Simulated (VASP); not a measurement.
# InGaTe3 (P6/mmm) in VASP: notebook

InGaTe3 is run at these levels: PBE; tasks: single point, relaxation of cell and atoms.

All numbers are computed with VASP 6.6.1; they aren't measurements. Logs are shortened: lines on timing, memory, paths and dates and some standing lists are left out, and cuts for length are marked.

## Step 1: The cell of the first run

The structure is hexagonal, space group P6/mmm (No. 191). Conventional cell: a = 6.314 Å, b = 6.314 Å, c = 5.530 Å, α = 90.00°, β = 90.00°, γ = 120.00°. Within 3.6 Å of In (site symmetry 6/mmm) lie 2 Ga at 2.77 Å. Ga (site symmetry 6/mmm) has 2 In at 2.77 Å and 6 Te at 3.16 Å within 3.6 Å. Te (site symmetry mmm) has 4 Te at 3.16 Å and 2 Ga at 3.16 Å and 4 In at 4.20 Å within 4.2 Å.

The cell was generated, and may not be a known phase.

## Step 2: Single point, PBE

Contents of INCAR:

```
SYSTEM = InGaTe3
PREC     = Accurate       ! precision mode
ENCUT    = 520            ! plane-wave cutoff, eV
EDIFF    = 1E-6           ! SCF threshold, eV
ISMEAR   = 0              ! smearing method
SIGMA    = 0.1            ! smearing width, eV
LREAL    = .False.        ! projectors in reciprocal space
LASPH    = .True.         ! aspherical terms in the spheres
NELM     = 80             ! most SCF steps
ALGO     = Normal         ! electronic algorithm
ISIF     = 2              ! what is computed and relaxed
LWAVE    = .False.        ! write WAVECAR
LCHARG   = .True.         ! write CHGCAR
GGA      = PE             ! functional
LELF     = .True.         ! ELF
LVHAR    = .True.       
NBANDS   = 30             ! bands
```

Contents of KPOINTS:

```
regular mesh
0
Gamma
  6 6 4
  0 0 0
```

Contents of POSCAR:

```
InGaTe3
1.0
    6.3144087337      0.0000000033      0.0000000000
   -3.1572043698      5.4684383716      0.0000000000
    0.0000000000      0.0000000000      5.5303410664
In Ga Te
1 1 3
Direct
    0.0000000000      0.0000000000      0.0000000000
    0.0000000000      0.0000000000      0.5000000000
    0.5000000000      0.0000000000      0.5000000000
    0.0000000000      0.5000000000      0.5000000000
    0.5000000000      0.5000000000      0.5000000000
```

Potentials or basis: VASP PAW PBE potentials, release 64 (In_d, Ga_d, Te).

Launch:

```sh
$ cat potpaw_PBE.64/In_d/POTCAR potpaw_PBE.64/Ga_d/POTCAR potpaw_PBE.64/Te/POTCAR > POTCAR
$ mpirun -np 1 vasp_std > vasp.out
```

OUTCAR:

```text
SYSTEM = InGaTe3
   PREC = Accurate
   ENCUT = 520
   EDIFF = 1E-6
   ISMEAR = 0
   LREAL = .False.
   LASPH = .True.
   NELM = 80
   ISIF = 2
   GGA = PE

 ion  position               nearest neighbor table
   1  0.000  0.000  0.000-   2 2.77   2 2.77
   2  0.000  0.000  0.500-   1 2.77   1 2.77   5 3.16   5 3.16   3 3.16   3 3.16   4 3.16   4 3.16

   3  0.500  0.000  0.500-   4 3.16   4 3.16   2 3.16   2 3.16   5 3.16   5 3.16
   4  0.000  0.500  0.500-   3 3.16   3 3.16   5 3.16   5 3.16   2 3.16   2 3.16
   5  0.500  0.500  0.500-   2 3.16   2 3.16   4 3.16   4 3.16   3 3.16   3 3.16

  LATTYP: Found a hexagonal cell.
 ALAT       =     6.3144087337
 C/A-ratio  =     0.8758288067

  Lattice vectors:

 A1 = (   6.3144087337,   0.0000000033,   0.0000000000)
 A2 = (  -3.1572043698,   5.4684383716,   0.0000000000)
 A3 = (   0.0000000000,   0.0000000000,   5.5303410664)

Analysis of symmetry for initial positions (statically):
=====================================================================
 Subroutine PRICEL returns:
 Original cell was already a primitive cell.

 Routine SETGRP: Setting up the symmetry group for a
 hexagonal supercell.

 Subroutine GETGRP returns: Found 24 space group operations
 (whereof 24 operations were pure point group operations)
 out of a pool of 24 trial point group operations.

The static configuration has the point symmetry D_6h.

Analysis of symmetry for dynamics (positions and initial velocities):
=====================================================================
 Subroutine PRICEL returns:
 Original cell was already a primitive cell.

 Routine SETGRP: Setting up the symmetry group for a
 hexagonal supercell.

 Subroutine GETGRP returns: Found 24 space group operations
 (whereof 24 operations were pure point group operations)
 out of a pool of 24 trial point group operations.

The dynamic configuration has the point symmetry D_6h.

 Subroutine INISYM returns: Found 24 space group operations
 (whereof 24 operations are pure point group operations),
 and found     1 'primitive' translations

----------------------------------------------------------------------------------------

                                     Primitive cell

[... 89 lines left out ...]
   LASPH  =      T    aspherical Exc in radial PAW
   ENCUT  =  520.0 eV  38.22 Ry    6.18 a.u.  11.74 11.74 10.28*2*pi/ulx,y,z
   NELM   =     80;   NELMIN=  2; NELMDL= -5     # of ELM steps
   EDIFF  = 0.1E-05   stopping-criterion for ELM
   LREAL  =      F    real-space projection
   EDIFFG = 0.1E-04   stopping-criterion for IOM
   NSW    =      0    number of steps for IOM
   IBRION =     -1    ionic relax: 0-MD 1-quasi-New 2-CG
   NFREE  =      0    steps in history (QN), initial steepest desc. (CG)
   ISIF   =      2    stress and relaxation
   ISYM   =      2    0-nonsym 1-usesym 2-fastsym
   POTIM  = 0.5000    time-step for ionic-motion
   TEBEG  =    0.0;   TEEND  =   0.0 temperature during run
   PSTRESS=    0.0 pullay stress
   NELECT =      44.0000    total number of electrons
   NUPDOWN=      -1.0000    fix difference up-down
   EMIN   =  10.00;   EMAX   =-10.00  energy-range for DOS
   EFERMI =   0.00;   METHOD = LEGACY
   ISMEAR =     0;   SIGMA  =   0.10  broadening in eV -4-tet -1-fermi 0-gaus
   EFERMI_NEDOS =   21; number of points for ismear=-14 and -15
   IALGO  =     38    algorithm
   IMIX   =      4    mixing-type and parameters
     AMIX     =   0.40;   BMIX     =  1.00
     AMIX_MAG =   1.60;   BMIX_MAG =  1.00
  volume/ion in A,a.u.               =      38.19       257.74
  Fermi-wavevector in a.u.,A,eV,Ry     =   1.003636  1.896598 13.704959  1.007286
  Thomas-Fermi vector in A             =   2.136201
   LORBIT       =      0    0 simple, 1 ext, 2 COOP (PROOUT), +10 PAW based schemes
   GGA     = PE    functional components
   LHFCALC =     F    Hartree Fock is set to
   AEXX    =    0.0000 exact exchange contribution
   IVDW    =     0    specifies the selected vdW correction
   LEPSILON=     F    determine dielectric tensor
   LRPA    =     F    only Hartree local field effects (RPA)
 non-spin polarized calculation
 Gauss-broadening in eV      SIGMA  =   0.10
  energy-cutoff  :      520.00
  volume of cell :      190.96
 maximum number of plane-waves:      5164
 NGX is ok and might be reduce to    48
   NGX = 23   NGY = 23   NGZ = 21

 number of electron      44.0000002 magnetization

 Free energy of the ion-electron system (eV)
  ---------------------------------------------------
  ext. energy  EPLUGINS =         0.00000000
  ---------------------------------------------------
  free energy    TOTEN  =       -13.89001009 eV

  energy without entropy =      -13.88489395  energy(sigma->0) =      -13.88745202

 E-fermi :   3.4475     XC(G=0):  -8.1050

 val. band max:        3.3750656634   @ k =   0.0000   0.0000   0.0000
 cond. band min:       3.5042685855   @ k =   0.3333   0.3333   0.2500
 fundamental gap:      0.1292029220
 Fermi energy:         3.4475158250

 k-point     1 :       0.0000    0.0000    0.0000
  band No.  band energies     occupation
      1     -11.6209      2.00000
      2     -11.3845      2.00000
      3     -11.3845      2.00000
      4     -11.3203      2.00000
      5     -11.3203      2.00000
      6     -11.2784      2.00000
[... 682 lines left out ...]
     29       8.4008      0.00000
     30       8.5811      0.00000

------------------------ aborting loop because EDIFF is reached ----------------------------------------

  FORCE on cell =-STRESS in cart. coord.  units (eV):
  Direction    XX          YY          ZZ          XY          YZ          ZX
  --------------------------------------------------------------------------------------
  -------------------------------------------------------------------------------------
  Total        0.4066176      0.4066176     -0.2210771     -0.0000000      0.0000000      0.0000000
  in kB        3.4115269      3.4115269     -1.8548395     -0.0000000      0.0000000      0.0000000
  external PRESSURE =       1.6560715 kB  Pullay stress =       0.0000000 kB

 VOLUME and BASIS-vectors are now :
 -----------------------------------------------------------------------------
  energy-cutoff  :      520.00
  volume of cell :      190.96
      direct lattice vectors                 reciprocal lattice vectors
     6.314408734  0.000000003  0.000000000     0.158367955  0.091433782  0.000000000
    -3.157204370  5.468438372  0.000000000    -0.000000000  0.182867563  0.000000000
     0.000000000  0.000000000  5.530341066     0.000000000  0.000000000  0.180820674

 POSITION                                       TOTAL-FORCE (eV/Angst)
 -----------------------------------------------------------------------------------
      0.00000      0.00000      0.00000         0.000000      0.000000      0.000000
      0.00000      0.00000      2.76517        -0.000000      0.000000      0.000000
      3.15720      0.00000      2.76517         0.000000      0.000000      0.000000
     -1.57860      2.73422      2.76517         0.000000      0.000000      0.000000
      1.57860      2.73422      2.76517         0.000000      0.000000      0.000000
 -----------------------------------------------------------------------------------
    total drift:                                0.000000      0.000000     -0.000000

  FREE ENERGIE OF THE ION-ELECTRON SYSTEM (eV)
  ---------------------------------------------------
  free  energy   TOTEN  =       -13.8900100923 eV

  energy  without entropy=      -13.8848939479  energy(sigma->0) =      -13.88745202
```

Wall time 72 s (1 thread of Intel Xeon 6975P-C (Granite Rapids), shared host); peak memory 0.37 GiB.

What came out:

```yaml
Free_energy: -13.8900 eV
Pressure: 0.2 GPa
Band_gap_on_the_k_mesh: zero (bands 22 and 23 overlap by 1.65 eV)
```

Stress tensor (GPa, compression positive):
```
 0.34  0.00  0.00
 0.00  0.34  0.00
 0.00  0.00 -0.19
```

Caveat: spin-orbit coupling is left out, which moves the levels of the heavy elements.

## Step 3: Single point, PBE

This run uses another cell than the first one, of 30.53 Å³/atom.

Contents of INCAR:

```
SYSTEM = InGaTe3
  ALGO = Normal
  EDIFF = 1E-7
  ENCUT = 520
  GGA = PE
  ISIF = 2
  ISMEAR = 0
  LASPH = .True.
  LCHARG = .False.
  LREAL = .False.
  LWAVE = .False.
  NBANDS = 30
  NELM = 60
  PREC = Accurate
  SIGMA = 0.1
```

Contents of KPOINTS:

```
k-points
0
Gamma
  6 6 4
  0 0 0
```

Changes to POSCAR since step 2:

```diff
@@ -2,5 +2,5 @@
 1.0
-    6.3144087337      0.0000000033      0.0000000000
-   -3.1572043698      5.4684383716      0.0000000000
-    0.0000000000      0.0000000000      5.5303410664
+    5.4805701700      0.0000000000      0.0000000000
+   -2.7402850900      4.7463129900      0.0000000000
+    0.0000000000      0.0000000000      5.8690463600
 In Ga Te
```

Potentials or basis: VASP PAW PBE potentials, release 64 (In_d, Ga_d, Te).

Launch:

```sh
$ cat potpaw_PBE.64/In_d/POTCAR potpaw_PBE.64/Ga_d/POTCAR potpaw_PBE.64/Te/POTCAR > POTCAR
$ mpirun -np 1 vasp_std > vasp.out
```

OUTCAR:

```text
SYSTEM = InGaTe3
   EDIFF = 1E-7
   ENCUT = 520
   GGA = PE
   ISIF = 2
   ISMEAR = 0
   LASPH = .True.
   LREAL = .False.
   NELM = 60
   PREC = Accurate

 ion  position               nearest neighbor table
   1  0.000  0.000  0.000-   2 2.93   2 2.93
   2  0.000  0.000  0.500-   5 2.74   5 2.74   4 2.74   4 2.74   3 2.74   3 2.74   1 2.93   1 2.93

   3  0.500  0.000  0.500-   4 2.74   4 2.74   5 2.74   5 2.74   2 2.74   2 2.74
   4  0.000  0.500  0.500-   3 2.74   3 2.74   2 2.74   2 2.74   5 2.74   5 2.74
   5  0.500  0.500  0.500-   2 2.74   2 2.74   3 2.74   3 2.74   4 2.74   4 2.74
[... 893 lines left out ...]
  -------------------------------------------------------------------------------------
  Total       31.1172767     31.1172767     -1.3641776     -0.0000000      0.0000000     -0.0000000
  in kB      326.5596396    326.5596390    -14.3163345     -0.0000003      0.0000000     -0.0000000
  external PRESSURE =     212.9343147 kB  Pullay stress =       0.0000000 kB

 VOLUME and BASIS-vectors are now :
 -----------------------------------------------------------------------------
  energy-cutoff  :      520.00
  volume of cell :      152.67
      direct lattice vectors                 reciprocal lattice vectors
     5.480570170  0.000000000  0.000000000     0.182462767  0.105344928  0.000000000
    -2.740285090  4.746312990  0.000000000     0.000000000  0.210689856  0.000000000
     0.000000000  0.000000000  5.869046360     0.000000000  0.000000000  0.170385432

 POSITION                                       TOTAL-FORCE (eV/Angst)
 -----------------------------------------------------------------------------------
      0.00000      0.00000      0.00000        -0.000000      0.000000      0.000000
      0.00000      0.00000      2.93452        -0.000000      0.000000      0.000000
      2.74029      0.00000      2.93452        -0.000000      0.000000      0.000000
     -1.37014      2.37316      2.93452        -0.000000      0.000000      0.000000
      1.37014      2.37316      2.93452         0.000000      0.000000      0.000000
 -----------------------------------------------------------------------------------
    total drift:                                0.000000     -0.000000      0.000000

  FREE ENERGIE OF THE ION-ELECTRON SYSTEM (eV)
  ---------------------------------------------------
  free  energy   TOTEN  =        -9.9546241599 eV

  energy  without entropy=       -9.9369203031  energy(sigma->0) =       -9.94577223
```

stdout:

```text
POSCAR found type information on POSCAR InGaTe
 POSCAR found :  3 types and       5 ions
 scaLAPACK will be used
 LDA part: xc-table for (Slater+PW92), standard interpolation
 POSCAR, INCAR and KPOINTS ok, starting setup
 FFT: planning ... GRIDC
 FFT: planning ... GRID_SOFT
 FFT: planning ... GRID
 WAVECAR not read
 entering main loop
```

Run time: 79 s. Hardware: 1 thread of Intel Xeon 6975P-C (Granite Rapids), shared host; peak memory 0.33 GiB.

Results:

```yaml
Free_energy: -9.9546 eV
Pressure: 21.3 GPa
Band_gap_on_the_k_mesh: zero (bands 22 and 23 overlap by 1.84 eV)
```

Stress tensor (GPa, compression positive):
```
32.66  0.00  0.00
 0.00 32.66  0.00
 0.00  0.00 -1.43
```

Caveat: the stress differs along the axes, from -1 to 33 GPa; spin-orbit coupling is left out, which moves the levels of the heavy elements.

(Continued in part 2 of 3.)

The gap in the log of VASP goes by the Fermi energy; the results here count the filled bands.